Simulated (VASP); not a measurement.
# MnAs (P6_3/mmc) in VASP: a series of runs

The runs below take MnAs through single point, with PBEsol.

Program: VASP 6.6.1. These are calculated values, not measurements. Logs are shortened: lines on timing, memory, paths and dates and some standing lists are left out, and cuts for length are marked.

### 1 The cell of the first run

Symmetry: P6_3/mmc, No. 194, hexagonal system. Conventional cell: a = 3.710 Å, b = 3.710 Å, c = 5.691 Å, α = 90.00°, β = 90.00°, γ = 120.00°. Within 3.4 Å of Mn (site symmetry -3m) lie 6 As at 2.57 Å and 2 Mn at 2.85 Å. Within 3.4 Å of As (site symmetry -6m2) lie 6 Mn at 2.57 Å.

### 2 Single point, PBEsol, collinear spin, ferromagnetic start

Contents of INCAR:

```
  ALGO = Normal
  EDIFF = 1E-7
  ENCUT = 520
  GGA = PS
  ISIF = 2
  ISMEAR = 1
  ISPIN = 2
  LASPH = True
  LCHARG = False
  LMAXMIX = 4
  LORBIT = 11
  LREAL = False
  LWAVE = False
  MAGMOM = 2.8 2.8 0 0
  NBANDS = 30
  NELM = 150
  PREC = Accurate
  SIGMA = 0.1
```

Contents of KPOINTS:

```
k-points
0
Gamma
  7 7 4
```

Contents of POSCAR:

```
MnAs
1.0
    3.7100000000      0.0000000000      0.0000000000
   -1.8550000000      3.2129540000      0.0000000000
    0.0000000000      0.0000000000      5.6910000000
Mn As
2 2
Direct
    0.0000000000      0.0000000000      0.0000000000
    0.0000000000      0.0000000000      0.5000000000
    0.3333333333      0.6666666667      0.2500000000
    0.6666666667      0.3333333333      0.7500000000
```

Potentials or basis: VASP PAW PBE potentials, release 64 (Mn_pv, As).

Command:

```
$ cat potpaw_PBE.64/Mn_pv/POTCAR potpaw_PBE.64/As/POTCAR > POTCAR
$ mpirun -np 1 vasp_std > vasp.out
```

OUTCAR:

```text
EDIFF = 1E-7
   ENCUT = 520
   GGA = PS
   ISIF = 2
   ISMEAR = 1
   ISPIN = 2
   LASPH = True
   LORBIT = 11
   LREAL = False
   NELM = 150
   PREC = Accurate

 ion  position               nearest neighbor table
   1  0.000  0.000  0.000-   3 2.57   4 2.57   4 2.57   3 2.57   4 2.57   3 2.57   2 2.85   2 2.85

   2  0.000  0.000  0.500-   3 2.57   4 2.57   4 2.57   3 2.57   4 2.57   3 2.57   1 2.85   1 2.85

   3  0.333  0.667  0.250-   1 2.57   2 2.57   1 2.57   2 2.57   1 2.57   2 2.57
   4  0.667  0.333  0.750-   1 2.57   2 2.57   1 2.57   2 2.57   1 2.57   2 2.57

  LATTYP: Found a hexagonal cell.
 ALAT       =     3.7100000000
 C/A-ratio  =     1.5339622642

  Lattice vectors:

 A1 = (   3.7100000000,   0.0000000000,   0.0000000000)
 A2 = (  -1.8550000000,   3.2129540000,   0.0000000000)
 A3 = (   0.0000000000,   0.0000000000,   5.6910000000)

Analysis of symmetry for initial positions (statically):
=====================================================================
 Subroutine PRICEL returns:
 Original cell was already a primitive cell.

 Routine SETGRP: Setting up the symmetry group for a
 hexagonal supercell.

 Subroutine GETGRP returns: Found 24 space group operations
 (whereof 12 operations were pure point group operations)
 out of a pool of 24 trial point group operations.

The static configuration has the point symmetry D_3d.
 The point group associated with its full space group is D_6h.

Analysis of symmetry for dynamics (positions and initial velocities):
=====================================================================
 Subroutine PRICEL returns:
 Original cell was already a primitive cell.

 Routine SETGRP: Setting up the symmetry group for a
 hexagonal supercell.

 Subroutine GETGRP returns: Found 24 space group operations
 (whereof 12 operations were pure point group operations)
 out of a pool of 24 trial point group operations.

The dynamic configuration has the point symmetry D_3d.
 The point group associated with its full space group is D_6h.

Analysis of structural, dynamic, and magnetic symmetry:
=====================================================================
 Subroutine PRICEL returns:
 Original cell was already a primitive cell.

 Routine SETGRP: Setting up the symmetry group for a
 hexagonal supercell.

 Subroutine GETGRP returns: Found 24 space group operations
 (whereof 12 operations were pure point group operations)
 out of a pool of 24 trial point group operations.

The overall configuration has the point symmetry D_3d.
 The point group associated with its full space group is D_6h.

 Subroutine INISYM returns: Found 24 space group operations
 (whereof 12 operations are pure point group operations),
 and found     1 'primitive' translations

----------------------------------------------------------------------------------------

                                     Primitive cell

  volume of cell :      67.8371

  direct lattice vectors                    reciprocal lattice vectors
     3.710000000  0.000000000  0.000000000     0.269541779  0.155620031  0.000000000
    -1.855000000  3.212954000  0.000000000     0.000000000  0.311240061  0.000000000
     0.000000000  0.000000000  5.691000000     0.000000000  0.000000000  0.175716043

  length of vectors
     3.710000000  3.709999785  5.691000000     0.311240043  0.311240061  0.175716043

  position of ions in fractional coordinates (direct lattice)
     0.000000000  0.000000000  0.000000000
     0.000000000  0.000000000  0.500000000
     0.333333333  0.666666667  0.250000000
     0.666666667  0.333333333  0.750000000

  ion indices of the primitive-cell ions
   primitive index   ion index
                 1           1
                 2           2
                 3           3
                 4           4

----------------------------------------------------------------------------------------

 KPOINTS: k-points

Automatic generation of k-mesh.
 Grid dimensions read from file:
 generate k-points for:    7    7    4

 Generating k-lattice:

  Cartesian coordinates                     Fractional coordinates (reciprocal lattice)
     0.038505968  0.022231433  0.000000000     0.142857143  0.000000000  0.000000000
     0.000000000  0.044462866  0.000000000     0.000000000  0.142857143  0.000000000
     0.000000000  0.000000000  0.043929011     0.000000000  0.000000000  0.250000000

  Length of vectors
     0.044462863  0.044462866  0.043929011

  Shift w.r.t. Gamma in fractional coordinates (k-lattice)
     0.000000000  0.000000000  0.000000000

 Subroutine IBZKPT returns following result:
 ===========================================

 Found     24 irreducible k-points:

 Following reciprocal coordinates:
            Coordinates               Weight
  0.000000  0.000000  0.000000      1.000000
  0.142857  0.000000  0.000000      6.000000
  0.285714  0.000000  0.000000      6.000000
  0.428571  0.000000  0.000000      6.000000
  0.142857  0.142857  0.000000      6.000000
  0.285714  0.142857  0.000000     12.000000
[... 16 lines left out ...]
  0.428571  0.142857  0.500000      6.000000
  0.285714  0.285714  0.500000      6.000000
   k-points           NKPTS =     24   k-points in BZ     NKDIM =     24   number of bands    NBANDS=     30
   number of dos      NEDOS =    301   number of ions     NIONS =      4
   total plane-waves  NPLWV =  32928
   dimension x,y,z NGX =    28 NGY =   28 NGZ =   42
   dimension x,y,z NGXF=    56 NGYF=   56 NGZF=   84
   ions per type =               2   2
   NGX,Y,Z   is equivalent  to a cutoff of  12.55, 12.55, 12.27 a.u.
   NGXF,Y,Z  is equivalent  to a cutoff of  25.09, 25.09, 24.54 a.u.
 SYSTEM =  unknown system
   PREC   = accura    normal or accurate (medium, high low for compatibility)
   ISTART =      0    job   : 0-new  1-cont  2-samecut
   ICHARG =      2    charge: 1-file 2-atom 10-const
   ISPIN  =      2    spin polarized calculation?
   LNONCOLLINEAR =      F non collinear calculations
   LSORBIT =      F    spin-orbit coupling
   LASPH  =      T    aspherical Exc in radial PAW
   ENCUT  =  520.0 eV  38.22 Ry    6.18 a.u.   6.90  6.90 10.58*2*pi/ulx,y,z
   NELM   =    150;   NELMIN=  2; NELMDL= -5     # of ELM steps
   EDIFF  = 0.1E-06   stopping-criterion for ELM
   LREAL  =      F    real-space projection
   EDIFFG = 0.1E-05   stopping-criterion for IOM
   NSW    =      0    number of steps for IOM
   IBRION =     -1    ionic relax: 0-MD 1-quasi-New 2-CG
   NFREE  =      0    steps in history (QN), initial steepest desc. (CG)
   ISIF   =      2    stress and relaxation
   ISYM   =      2    0-nonsym 1-usesym 2-fastsym
   POTIM  = 0.5000    time-step for ionic-motion
   TEBEG  =    0.0;   TEEND  =   0.0 temperature during run
   PSTRESS=    0.0 pullay stress
   NELECT =      36.0000    total number of electrons
   NUPDOWN=      -1.0000    fix difference up-down
   EMIN   =  10.00;   EMAX   =-10.00  energy-range for DOS
   EFERMI =   0.00;   METHOD = LEGACY
   ISMEAR =     1;   SIGMA  =   0.10  broadening in eV -4-tet -1-fermi 0-gaus
   EFERMI_NEDOS =   21; number of points for ismear=-14 and -15
   IALGO  =     38    algorithm
   IMIX   =      4    mixing-type and parameters
     AMIX     =   0.40;   BMIX     =  1.00
     AMIX_MAG =   1.60;   BMIX_MAG =  1.00
  volume/ion in A,a.u.               =      16.96       114.45
  Fermi-wavevector in a.u.,A,eV,Ry     =   1.325419  2.504680 23.901853  1.756737
  Thomas-Fermi vector in A             =   2.454882
   LORBIT       =     11    0 simple, 1 ext, 2 COOP (PROOUT), +10 PAW based schemes
   GGA     = PS    functional components
   LHFCALC =     F    Hartree Fock is set to
   AEXX    =    0.0000 exact exchange contribution
   IVDW    =     0    specifies the selected vdW correction
   LEPSILON=     F    determine dielectric tensor
   LRPA    =     F    only Hartree local field effects (RPA)
 spin polarized calculation
 Methfessel and Paxton  Order N= 1 SIGMA  =   0.10
  energy-cutoff  :      520.00
  volume of cell :       67.84
 maximum number of plane-waves:      1844
 NGX is ok and might be reduce to    28
   NGX = 13   NGY = 13   NGZ = 21

 number of electron      35.9999987 magnetization       6.3637666

 Free energy of the ion-electron system (eV)
  ---------------------------------------------------
  ext. energy  EPLUGINS =         0.00000000
  ---------------------------------------------------
  free energy    TOTEN  =       -30.25718123 eV

  energy without entropy =      -30.26049692  energy(sigma->0) =      -30.25828646

 E-fermi :   6.6588     XC(G=0): -11.3028

 val. band max:        6.5840808331   @ k =   0.4286   0.0000   0.2500
 cond. band min:       6.6602758313   @ k =   0.0000   0.0000   0.2500
 fundamental gap:      0.0761949983
 Fermi energy:         6.6588051417

 spin component 1

 k-point     1 :       0.0000    0.0000    0.0000
  band No.  band energies     occupation
      1     -43.1258      1.00000
      2     -43.1258      1.00000
      3     -43.1163      1.00000
      4     -43.1163      1.00000
      5     -42.9412      1.00000
      6     -42.8430      1.00000
[... 22 lines left out ...]
     29      16.5355      0.00000
     30      16.5355      0.00000

 k-point     2 :       0.1429    0.0000    0.0000
  band No.  band energies     occupation
      1     -43.1271      1.00000
      2     -43.1261      1.00000
      3     -43.1174      1.00000
      4     -43.1165      1.00000
      5     -42.9409      1.00000
      6     -42.8429      1.00000
[... 22 lines left out ...]
     29      14.4204      0.00000
     30      15.1067      0.00000

 k-point     3 :       0.2857    0.0000    0.0000
  band No.  band energies     occupation
      1     -43.1301      1.00000
      2     -43.1269      1.00000
      3     -43.1200      1.00000
      4     -43.1171      1.00000
      5     -42.9403      1.00000
      6     -42.8426      1.00000
[... 659 lines left out ...]
      6     -42.8911      1.00000
[... 22 lines left out ...]
     29      15.1445      0.00000
     30      15.1445      0.00000

 k-point    24 :       0.2857    0.2857    0.5000
  band No.  band energies     occupation
      1     -43.1264      1.00000
      2     -43.1264      1.00000
      3     -43.1247      1.00000
      4     -43.1247      1.00000
      5     -42.8911      1.00000
      6     -42.8911      1.00000
[... 22 lines left out ...]
     29      15.5476      0.00000
     30      15.5476      0.00000
 Fermi energy:         6.6588051417

 spin component 2

 k-point     1 :       0.0000    0.0000    0.0000
  band No.  band energies     occupation
      1     -39.6989      1.00000
      2     -39.6989      1.00000
      3     -39.6904      1.00000
      4     -39.6874      1.00000
      5     -39.6874      1.00000
      6     -39.5755      1.00000
[... 22 lines left out ...]
     29      17.4602      0.00000
     30      17.5132      0.00000

 k-point     2 :       0.1429    0.0000    0.0000
  band No.  band energies     occupation
      1     -39.7006      1.00000
      2     -39.6993      1.00000
      3     -39.6900      1.00000
      4     -39.6889      1.00000
      5     -39.6877      1.00000
      6     -39.5754      1.00000
[... 22 lines left out ...]
     29      15.1637      0.00000
     30      15.7036      0.00000

 k-point     3 :       0.2857    0.0000    0.0000
  band No.  band energies     occupation
      1     -39.7045      1.00000
      2     -39.7003      1.00000
      3     -39.6922      1.00000
      4     -39.6892      1.00000
      5     -39.6885      1.00000
      6     -39.5750      1.00000
[... 682 lines left out ...]
     29      15.8665      0.00000
     30      15.8665      0.00000

 k-point    24 :       0.2857    0.2857    0.5000
  band No.  band energies     occupation
      1     -39.7000      1.00000
      2     -39.7000      1.00000
      3     -39.6978      1.00000
      4     -39.6978      1.00000
      5     -39.6316      1.00000
      6     -39.6316      1.00000
[... 22 lines left out ...]
     29      16.0678      0.00000
     30      16.0678      0.00000

------------------------ aborting loop because EDIFF is reached ----------------------------------------

  FORCE on cell =-STRESS in cart. coord.  units (eV):
  Direction    XX          YY          ZZ          XY          YZ          ZX
  --------------------------------------------------------------------------------------
  -------------------------------------------------------------------------------------
  Total       -2.8880737     -2.8880733     -4.0521128      0.0000000      0.0000000      0.0000000
  in kB      -68.2105982    -68.2105877    -95.7029014      0.0000000      0.0000000      0.0000000
  external PRESSURE =     -77.3746958 kB  Pullay stress =       0.0000000 kB

 VOLUME and BASIS-vectors are now :
 -----------------------------------------------------------------------------
  energy-cutoff  :      520.00
  volume of cell :       67.84
      direct lattice vectors                 reciprocal lattice vectors
     3.710000000  0.000000000  0.000000000     0.269541779  0.155620031  0.000000000
    -1.855000000  3.212954000  0.000000000     0.000000000  0.311240061  0.000000000
     0.000000000  0.000000000  5.691000000     0.000000000  0.000000000  0.175716043

 POSITION                                       TOTAL-FORCE (eV/Angst)
 -----------------------------------------------------------------------------------
      0.00000      0.00000      0.00000         0.000000      0.000000      0.000000
      0.00000      0.00000      2.84550         0.000000      0.000000      0.000000
     -0.00000      2.14197      1.42275         0.000000      0.000000      0.000000
      1.85500      1.07098      4.26825        -0.000000     -0.000000      0.000000
 -----------------------------------------------------------------------------------
    total drift:                               -0.000000      0.000000      0.000000

  FREE ENERGIE OF THE ION-ELECTRON SYSTEM (eV)
  ---------------------------------------------------
  free  energy   TOTEN  =       -30.2571812326 eV

  energy  without entropy=      -30.2604969170  energy(sigma->0) =      -30.25828646

 total charge

# of ion       s       p       d       tot
------------------------------------------
    1        0.283   6.243   5.054  11.581
    2        0.283   6.243   5.054  11.581
    3        1.229   1.503   0.049   2.781
    4        1.229   1.503   0.049   2.781
--------------------------------------------------
tot          3.025  15.492  10.206  28.723

 magnetization (x)

# of ion       s       p       d       tot
------------------------------------------
    1        0.035   0.025   3.160   3.220
    2        0.035   0.025   3.160   3.220
    3        0.011  -0.134   0.008  -0.115
    4        0.011  -0.134   0.008  -0.115
--------------------------------------------------
tot          0.093  -0.219   6.336   6.210
```

Wall time 2.2 min (1 thread of Intel Xeon Platinum 8259CL at 2.50GHz (Skylake/Cascade Lake), shared host); peak memory 0.24 GiB.

Results:

| Property | Result |
| --- | --- |
| Free energy | -30.2572 eV |
| Pressure | -7.7 GPa |
| Net moment | 6.36 μB per cell |
| Site moments | Mn +3.22; As -0.12 μB |
| Valence electrons inside the program's atomic spheres | Mn 11.58; As 2.78 |

Caveat: the PAW data sets were made with another functional, which shifts forces and pressure a little; only a ferromagnetic start was run, and an antiferromagnetic order may lie lower in energy.

### 3 Single point, PBEsol, collinear spin, ferromagnetic start

Contents of INCAR:

```
PREC     = Accurate       # precision mode
ENCUT    = 520            # plane-wave cutoff, eV
EDIFF    = 1E-7           # SCF threshold, eV
ISMEAR   = 1              # smearing method
SIGMA    = 0.05           # smearing width, eV
LREAL    = F              # projectors in reciprocal space
LASPH    = T              # aspherical terms in the spheres
NELM     = 150            # most SCF steps
ALGO     = Normal         # electronic algorithm
ISIF     = 2              # what is computed and relaxed
LWAVE    = F              # write WAVECAR
LCHARG   = F              # write CHGCAR
ISPIN    = 2              # spin polarisation
MAGMOM   = 2.8 2.8 0 0    # initial moments
LORBIT   = 11             # projections on sites
LMAXMIX  = 4              # l up to which the mixer works
GGA      = PS             # functional
NBANDS   = 30             # bands
```

Contents of KPOINTS:

```
regular mesh
0
Gamma
  7 7 4
```

POSCAR is that of step 2.

Potentials or basis: VASP PAW PBE potentials, release 64 (Mn_pv, As).

Command:

```
$ cat potpaw_PBE.64/Mn_pv/POTCAR potpaw_PBE.64/As/POTCAR > POTCAR
$ mpirun -np 1 vasp_std > vasp.out
```

It took 1.8 min on 1 thread of Intel Xeon Platinum 8259CL at 2.50GHz (Skylake/Cascade Lake), shared host; peak memory 0.23 GiB.

The run converged. Its results:

| Quantity | Value |
| --- | --- |
| Free energy | -30.2584 eV |
| Pressure | -7.8 GPa |
| Net moment | 6.36 μB per cell |
| Site moments | Mn +3.22; As -0.12 μB |
| Valence electrons inside the program's atomic spheres | Mn 11.58; As 2.78 |

Stress tensor (GPa, compression positive):
```
-6.85  0.00  0.00
 0.00 -6.85  0.00
 0.00  0.00 -9.58
```

Levels at points of the mesh, in eV from the Fermi level:
Spin up:
| k point | band 17 | band 18 | band 19 | band 20 | band 21 | band 22 | band 23 | band 24 | band 25 | band 26 |
| --- | --- | --- | --- | --- | --- | --- | --- | --- | --- | --- |
| (0.00, 0.00, 0.00) | -1.85 | -1.85 | -0.49 | 0.56 | 0.56 | 1.49 | 2.84 | 2.84 | 3.74 | 5.00 |
| (0.00, 0.00, 0.50) | -2.54 | -2.54 | -1.05 | -1.05 | 2.02 | 2.02 | 2.02 | 2.02 | 5.43 | 5.43 |
Spin down:
```tsv
k point	band 12	band 13	band 14	band 15	band 16	band 17	band 18	band 19
(0.00, 0.00, 0.00)	-1.13	-0.17	-0.17	0.01	0.01	0.56	0.56	1.24
(0.00, 0.00, 0.50)	-1.96	-1.96	-1.96	0.37	0.37	0.37	0.37	0.75
```

Caveat: the PAW data sets were made with another functional, which shifts forces and pressure a little; only a ferromagnetic start was run, and an antiferromagnetic order may lie lower in energy.
